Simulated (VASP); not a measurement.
# ZnO (P6_3mc) in VASP: further runs, part 2 of 2

VASP 6.6.1. Earlier steps stand in the parts before.

## Step 4: Single point, r2SCAN (atoms moved along the polar distortion)

The input, POSCAR:

```
ZnO
1.0
    3.2352635141      0.0000000000      0.0000000000
   -1.6176317571      2.8018203912      0.0000000000
    0.0000000000      0.0000000000      5.2113138462
Zn O
2 2
Direct
    0.3333333333      0.6666666667     -0.0168821106
    0.6666666667      0.3333333333      0.4831178894
    0.3333333333      0.6666666667      0.3988821106
    0.6666666667      0.3333333333      0.8988821106
```

The input, INCAR.step1:

```
PREC = Accurate ; ENCUT = 520
ISMEAR = 0 ; SIGMA = 0.01
LREAL = F ; LASPH = T
NELM = 80 ; NBANDS = 26
GGA = PE ; ALGO = Normal
EDIFF = 1E-4 ; LWAVE = T
LCHARG = F
```

The input, INCAR.step2:

```
PREC = Accurate ; ENCUT = 520
EDIFF = 1E-6 ; ISMEAR = 0
SIGMA = 0.01 ; LREAL = F
LASPH = T ; NELM = 80
ALGO = Normal ; ISIF = 2
LWAVE = F ; LCHARG = F
METAGGA = R2SCAN ; LMIXTAU = T
NBANDS = 26 ; ISTART = 1
```

The input, KPOINTS:

```
Automatic mesh
0
Gamma
  9 9 6
```

Potentials or basis: VASP PAW PBE potentials, release 64 (Zn, O).

On the command line:

```sh
cat potpaw_PBE.64/Zn/POTCAR potpaw_PBE.64/O/POTCAR > POTCAR
cp INCAR.step1 INCAR
mpirun -np 1 vasp_std > vasp.out
cp INCAR.step2 INCAR
mpirun -np 1 vasp_std > vasp.out
```

OUTCAR:

```text
PREC = Accurate
   ENCUT = 520
   EDIFF = 1E-6
   ISMEAR = 0
   LREAL = F
   LASPH = T
   NELM = 80
   ISIF = 2
   METAGGA = R2SCAN
   ISTART = 1

 ion  position               nearest neighbor table
   1  0.333  0.667  0.983-   4 1.92   4 1.92   4 1.92   3 2.17
   2  0.667  0.333  0.483-   3 1.92   3 1.92   3 1.92   4 2.17
   3  0.333  0.667  0.399-   2 1.92   2 1.92   2 1.92   1 2.17
   4  0.667  0.333  0.899-   1 1.92   1 1.92   1 1.92   2 2.17

  LATTYP: Found a hexagonal cell.
 ALAT       =     3.2352635141
 C/A-ratio  =     1.6107849711

  Lattice vectors:

 A1 = (   3.2352635141,   0.0000000000,   0.0000000000)
 A2 = (  -1.6176317571,   2.8018203912,   0.0000000000)
 A3 = (   0.0000000000,   0.0000000000,   5.2113138462)

Analysis of symmetry for initial positions (statically):
=====================================================================
 Subroutine PRICEL returns:
 Original cell was already a primitive cell.

 Routine SETGRP: Setting up the symmetry group for a
 hexagonal supercell.

[... 169 lines left out ...]

  energy without entropy =      -36.15411596  energy(sigma->0) =      -36.15411596

 E-fermi :   1.1265     XC(G=0): -11.7001

 val. band max:        1.0061033740   @ k =   0.0000   0.0000   0.0000
 cond. band min:       2.2552366393   @ k =   0.0000   0.0000   0.0000
 fundamental gap:      1.2491332653
 Fermi energy:         1.1264541688

 k-point     1 :       0.0000    0.0000    0.0000
  band No.  band energies     occupation
      1     -18.2624      2.00000
      2     -17.5960      2.00000
      3      -5.1504      2.00000
      4      -5.1503      2.00000
      5      -5.0804      2.00000
      6      -5.0803      2.00000
[... 685 lines left out ...]
     25      14.8520      0.00000
     26      16.3820      0.00000

 [... further k-points ...]

------------------------ aborting loop because EDIFF is reached ----------------------------------------

  FORCE on cell =-STRESS in cart. coord.  units (eV):
  Direction    XX          YY          ZZ          XY          YZ          ZX
  --------------------------------------------------------------------------------------
  -------------------------------------------------------------------------------------
  Total        2.1264455      2.1264455     -1.4282379     -0.0000000      0.0000000      0.0000000
  in kB       72.1219814     72.1219814    -48.4410964     -0.0000000      0.0000000      0.0000000
  external PRESSURE =      31.9342888 kB  Pullay stress =       0.0000000 kB

 VOLUME and BASIS-vectors are now :
 -----------------------------------------------------------------------------
  energy-cutoff  :      520.00
  volume of cell :       47.24
      direct lattice vectors                 reciprocal lattice vectors
     3.235263514  0.000000000  0.000000000     0.309093833  0.178455408  0.000000000
    -1.617631757  2.801820391  0.000000000     0.000000000  0.356910815  0.000000000
     0.000000000  0.000000000  5.211313846     0.000000000  0.000000000  0.191890189

 POSITION                                       TOTAL-FORCE (eV/Angst)
 -----------------------------------------------------------------------------------
     -0.00000      1.86788      5.12334        -0.000000     -0.000000      0.663140
      1.61763      0.93394      2.51768         0.000000      0.000000      0.663140
     -0.00000      1.86788      2.07870        -0.000000      0.000000     -0.663140
      1.61763      0.93394      4.68436        -0.000000      0.000000     -0.663140
 -----------------------------------------------------------------------------------
    total drift:                               -0.000000     -0.000001     -0.041463

  FREE ENERGIE OF THE ION-ELECTRON SYSTEM (eV)
  ---------------------------------------------------
  free  energy   TOTEN  =       -36.1541159631 eV

  energy  without entropy=      -36.1541159631  energy(sigma->0) =      -36.15411596
```

OUTCAR.step1:

```text
PREC = Accurate
   ENCUT = 520
   ISMEAR = 0
   LREAL = F
[... 927 lines left out ...]
     -0.00000      1.86788      5.12334        -0.000000      0.000000      0.688270
      1.61763      0.93394      2.51768         0.000000      0.000000      0.688270
     -0.00000      1.86788      2.07870         0.000000      0.000000     -0.688270
      1.61763      0.93394      4.68436         0.000000     -0.000000     -0.688270
 -----------------------------------------------------------------------------------
    total drift:                               -0.000001     -0.000001     -0.002977

  FREE ENERGIE OF THE ION-ELECTRON SYSTEM (eV)
  ---------------------------------------------------
  free  energy   TOTEN  =       -17.6435931922 eV

  energy  without entropy=      -17.6435931922  energy(sigma->0) =      -17.64359319
```

OSZICAR.step1:

```text
N       E                     dE             d eps       ncg     rms          rms(c)
DAV:   1     0.294294144540E+03    0.29429E+03   -0.18129E+04  2528   0.201E+03
DAV:   2     0.996949205243E+01   -0.28432E+03   -0.26701E+03  2670   0.409E+02
DAV:   3    -0.203826802593E+02   -0.30352E+02   -0.29975E+02  2774   0.137E+02
DAV:   4    -0.209465954275E+02   -0.56392E+00   -0.56272E+00  2698   0.192E+01
DAV:   5    -0.209494839490E+02   -0.28885E-02   -0.28884E-02  2650   0.141E+00    0.154E+01
DAV:   6    -0.174627531310E+02    0.34867E+01   -0.68250E+00  4022   0.626E+01    0.948E+00
DAV:   7    -0.176805575700E+02   -0.21780E+00   -0.30374E+00  2550   0.172E+01    0.563E+00
DAV:   8    -0.176916766694E+02   -0.11119E-01   -0.50329E-01  3696   0.745E+00    0.166E+00
DAV:   9    -0.176409129589E+02    0.50764E-01   -0.10530E-01  3650   0.620E+00    0.310E-01
DAV:  10    -0.176434998714E+02   -0.25869E-02   -0.37352E-02  2524   0.131E+00    0.136E-01
DAV:  11    -0.176435931922E+02   -0.93321E-04   -0.59116E-04  2604   0.206E-01
   1 F= -.17643593E+02 E0= -.17643593E+02  d E =-.687813E-73
```

It took 4.6 min on 1 thread of Intel Xeon 8259CL, shared host; peak memory 0.2 GiB.

What came out:

| Property | Result |
| --- | --- |
| Free energy | -36.1541 eV |
| Pressure | 3.2 GPa |
| Largest force | 0.663 eV/Å |
| Band gap on the k mesh | 1.25 eV |

Forces on the atoms (eV/Å):
```
Zn   0.000  0.000  0.663
Zn   0.000  0.000  0.663
O    0.000  0.000 -0.663
O    0.000  0.000 -0.663
```

Stress tensor (GPa, compression positive):
```
 7.21  0.00  0.00
 0.00  7.21  0.00
 0.00  0.00 -4.84
```

Levels at points of the mesh, in eV from the valence-band top:
| k point | band 16 | band 17 | band 18 | band 19 | band 20 | band 21 |
| --- | --- | --- | --- | --- | --- | --- |
| (0.00, 0.00, 0.00) | -0.53 | 0.00 | 0.00 | 1.25 | 5.64 | 8.64 |
| (0.00, 0.00, 0.50) | -0.27 | -0.27 | -0.27 | 3.86 | 3.86 | 10.54 |

Caveat: the cell differs from its parent crystal (atoms moved along the polar distortion); the stress differs along the axes, from -5 to 7 GPa; the PAW data sets were made with another functional, which shifts forces and pressure a little.

## Step 5: Single point, r2SCAN (atoms moved along the polar distortion)

The input, POSCAR:

```
ZnO
1.0
    3.2352635141      0.0000000000      0.0000000000
   -1.6176317571      2.8018203912      0.0000000000
    0.0000000000      0.0000000000      5.2113138462
Zn O
2 2
Direct
    0.3333333333      0.6666666667     -0.0259073726
    0.6666666667      0.3333333333      0.4740926274
    0.3333333333      0.6666666667      0.4079073726
    0.6666666667      0.3333333333      0.9079073726
```

The input, INCAR.step1:

```
ALGO = Normal
EDIFF = 1E-4
ENCUT = 520
GGA = PE
ISMEAR = 0
LASPH = True
LCHARG = False
LREAL = False
LWAVE = True
NBANDS = 26
NELM = 60
PREC = Accurate
SIGMA = 0.01
```

The input, INCAR.step2:

```
ALGO = Normal
EDIFF = 1E-6
ENCUT = 520
ISIF = 2
ISMEAR = 0
ISTART = 1
LASPH = True
LCHARG = False
LMIXTAU = True
LREAL = False
LWAVE = False
METAGGA = R2SCAN
NBANDS = 26
NELM = 60
PREC = Accurate
SIGMA = 0.01
```

The input, KPOINTS:

```
k-points
0
Gamma
  9 9 6
```

On the command line:

```sh
cat potpaw_PBE.64/Zn/POTCAR potpaw_PBE.64/O/POTCAR > POTCAR
cp INCAR.step1 INCAR
mpirun -np 1 vasp_std > vasp.out
cp INCAR.step2 INCAR
mpirun -np 1 vasp_std > vasp.out
```

Wall time 4.7 min (1 thread of Intel Xeon 8259CL, shared host); peak memory 0.2 GiB.

Results (log left out):

| Item | Value |
| --- | --- |
| Free energy | -36.0226 eV |
| Pressure | 4.9 GPa |
| Largest force | 0.691 eV/Å |
| Band gap on the k mesh | 1.27 eV |

Forces in eV/Å, atoms in the order of the input:
```
Zn   0.000  0.000  0.691
Zn   0.000  0.000  0.691
O    0.000  0.000 -0.691
O    0.000  0.000 -0.691
```

Stress tensor (GPa, compression positive):
```
10.02  0.00  0.00
 0.00 10.02  0.00
 0.00  0.00 -5.40
```

Levels at points of the mesh, in eV from the valence-band top:
| k point | band 16 | band 17 | band 18 | band 19 | band 20 | band 21 |
| --- | --- | --- | --- | --- | --- | --- |
| (0.00, 0.00, 0.00) | -0.46 | 0.00 | 0.00 | 1.27 | 5.54 | 8.56 |
| (0.00, 0.00, 0.50) | -0.22 | -0.22 | -0.22 | 3.82 | 3.82 | 10.46 |

Caveat: the cell differs from its parent crystal (atoms moved along the polar distortion); the stress differs along the axes, from -5 to 10 GPa; the PAW data sets were made with another functional, which shifts forces and pressure a little. A k mesh can miss the band edges.

## Step 6: Single point, r2SCAN (atoms moved along the polar distortion)

The input, POSCAR:

```
ZnO
1.0
    3.2352635141      0.0000000000      0.0000000000
   -1.6176317571      2.8018203912      0.0000000000
    0.0000000000      0.0000000000      5.2113138462
Zn O
2 2
Direct
    0.3333333333      0.6666666667     -0.0439578966
    0.6666666667      0.3333333333      0.4560421034
    0.3333333333      0.6666666667      0.4259578966
    0.6666666667      0.3333333333      0.9259578966
```

The input, INCAR.step1:

```
SYSTEM = ZnO
PREC = Accurate ; ENCUT = 520
ISMEAR = 0 ; SIGMA = 0.01
LREAL = .False. ; LASPH = .True.
NELM = 80 ; NBANDS = 26
GGA = PE ; ALGO = Normal
EDIFF = 1E-4 ; LWAVE = .True.
LCHARG = .False.
```

The input, INCAR.step2:

```
SYSTEM = ZnO
PREC = Accurate ; ENCUT = 520
EDIFF = 1E-7 ; ISMEAR = 0
SIGMA = 0.01 ; LREAL = .False.
LASPH = .True. ; NELM = 80
ALGO = Normal ; ISIF = 2
LWAVE = .False. ; LCHARG = .False.
METAGGA = R2SCAN ; LMIXTAU = .True.
NBANDS = 26 ; ISTART = 1
```

The input, KPOINTS:

```
regular mesh
0
Gamma
  9 9 6
  0 0 0
```

Potentials or basis: VASP PAW PBE potentials, release 64 (Zn, O).

On the command line:

```sh
cat potpaw_PBE.64/Zn/POTCAR potpaw_PBE.64/O/POTCAR > POTCAR
cp INCAR.step1 INCAR
mpirun -np 1 vasp_std > vasp.out
cp INCAR.step2 INCAR
mpirun -np 1 vasp_std > vasp.out
```

OUTCAR:

```text
SYSTEM = ZnO
   PREC = Accurate
   ENCUT = 520
   EDIFF = 1E-7
   ISMEAR = 0
   LREAL = .False.
   LASPH = .True.
   NELM = 80
   ISIF = 2
   METAGGA = R2SCAN
   ISTART = 1

 ion  position               nearest neighbor table
   1  0.333  0.667  0.956-   4 1.87   4 1.87   4 1.87   3 2.45
   2  0.667  0.333  0.456-   3 1.87   3 1.87   3 1.87   4 2.45
   3  0.333  0.667  0.426-   2 1.87   2 1.87   2 1.87   1 2.45
   4  0.667  0.333  0.926-   1 1.87   1 1.87   1 1.87   2 2.45

  LATTYP: Found a hexagonal cell.
 ALAT       =     3.2352635141
 C/A-ratio  =     1.6107849711

  Lattice vectors:

 A1 = (   3.2352635141,   0.0000000000,   0.0000000000)
 A2 = (  -1.6176317571,   2.8018203912,   0.0000000000)
 A3 = (   0.0000000000,   0.0000000000,   5.2113138462)

Analysis of symmetry for initial positions (statically):
=====================================================================
 Subroutine PRICEL returns:
 Original cell was already a primitive cell.

 Routine SETGRP: Setting up the symmetry group for a
 hexagonal supercell.

 Subroutine GETGRP returns: Found 12 space group operations
 (whereof  6 operations were pure point group operations)
[... 171 lines left out ...]

 val. band max:        1.1187688242   @ k =   0.0000   0.0000   0.0000
 cond. band min:       2.4254839611   @ k =   0.0000   0.0000   0.0000
 fundamental gap:      1.3067151369
 Fermi energy:         1.1730930279

 k-point     1 :       0.0000    0.0000    0.0000
  band No.  band energies     occupation
      1     -18.3481      2.00000
      2     -17.7099      2.00000
      3      -5.4480      2.00000
      4      -5.4479      2.00000
      5      -5.4140      2.00000
      6      -5.4139      2.00000
[... 685 lines left out ...]
     25      14.6916      0.00000
     26      16.5750      0.00000

 [... further k-points ...]

------------------------ aborting loop because EDIFF is reached ----------------------------------------

  FORCE on cell =-STRESS in cart. coord.  units (eV):
  Direction    XX          YY          ZZ          XY          YZ          ZX
  --------------------------------------------------------------------------------------
  -------------------------------------------------------------------------------------
  Total        4.1814106      4.1814106     -1.3346028     -0.0000000     -0.0000000      0.0000000
  in kB      141.8195864    141.8195864    -45.2653031     -0.0000000     -0.0000000      0.0000000
  external PRESSURE =      79.4579566 kB  Pullay stress =       0.0000000 kB

 VOLUME and BASIS-vectors are now :
 -----------------------------------------------------------------------------
  energy-cutoff  :      520.00
  volume of cell :       47.24
      direct lattice vectors                 reciprocal lattice vectors
     3.235263514  0.000000000  0.000000000     0.309093833  0.178455408  0.000000000
    -1.617631757  2.801820391  0.000000000     0.000000000  0.356910815  0.000000000
     0.000000000  0.000000000  5.211313846     0.000000000  0.000000000  0.191890189

 POSITION                                       TOTAL-FORCE (eV/Angst)
 -----------------------------------------------------------------------------------
     -0.00000      1.86788      4.98224         0.000000      0.000000      0.393987
      1.61763      0.93394      2.37658        -0.000000      0.000000      0.393987
     -0.00000      1.86788      2.21980         0.000000     -0.000000     -0.393987
      1.61763      0.93394      4.82546         0.000000      0.000000     -0.393987
 -----------------------------------------------------------------------------------
    total drift:                               -0.000001     -0.000001     -0.022344

  FREE ENERGIE OF THE ION-ELECTRON SYSTEM (eV)
  ---------------------------------------------------
  free  energy   TOTEN  =       -35.8080030200 eV

  energy  without entropy=      -35.8080030200  energy(sigma->0) =      -35.80800302
```

Wall time 5.6 min (1 thread of Intel Xeon 8259CL, shared host); peak memory 0.2 GiB.

What came out:

| Property | Result |
| --- | --- |
| Free energy | -35.8080 eV |
| Pressure | 7.9 GPa |
| Largest force | 0.394 eV/Å |
| Band gap on the k mesh | 1.31 eV |

Forces on the atoms (eV/Å):
```
Zn   0.000  0.000  0.394
Zn   0.000  0.000  0.394
O    0.000  0.000 -0.394
O    0.000  0.000 -0.394
```

Stress tensor (GPa, compression positive):
```
14.18  0.00  0.00
 0.00 14.18  0.00
 0.00  0.00 -4.53
```

Levels at points of the mesh, in eV from the valence-band top:
| k point | band 14 | band 15 | band 16 | band 17 | band 18 | band 19 | band 20 | band 21 | band 22 | band 23 |
| --- | --- | --- | --- | --- | --- | --- | --- | --- | --- | --- |
| (0.00, 0.00, 0.00) | -1.26 | -0.35 | -0.35 | 0.00 | 0.00 | 1.31 | 5.40 | 8.46 | 13.44 | 13.44 |
| (0.00, 0.00, 0.50) | -2.83 | -0.17 | -0.17 | -0.17 | -0.17 | 3.75 | 3.75 | 10.39 | 10.39 | 13.70 |

Caveat: the cell differs from its parent crystal (atoms moved along the polar distortion); the stress differs along the axes, from -5 to 14 GPa; the PAW data sets were made with another functional, which shifts forces and pressure a little. A k mesh can miss the band edges.

## Step 7: Summary

```csv
cell,gap on the mesh (eV),pressure (GPa),largest force (eV/Å)
"as given, atomic positions A",1.23,1.0,0.01
"as given, atomic positions B",1.23,1.6,0.49
"as given, atomic positions C",1.25,3.2,0.66
"as given, atomic positions D",1.27,4.9,0.69
"as given, atomic positions E",1.31,7.9,0.39
```

Alike in all rows: task single point; level r2SCAN; potentials or basis VASP PAW PBE potentials, release 64 (Zn, O); no spin polarisation; k mesh 9 × 9 × 6; cutoff (eV) 520; smearing gaussian 0.01 eV.

Caveats: the PAW data sets were made with another functional, which shifts forces and pressure a little; the stress differs along the axes, from -3 to 4 GPa (at least some runs); the stress differs along the axes, from -5 to 7 GPa (at least some runs); the stress differs along the axes, from -5 to 10 GPa (at least some runs); the stress differs along the axes, from -5 to 14 GPa (at least some runs).

Total energies depend on the potentials used, so only differences within one code and one set of settings carry meaning.
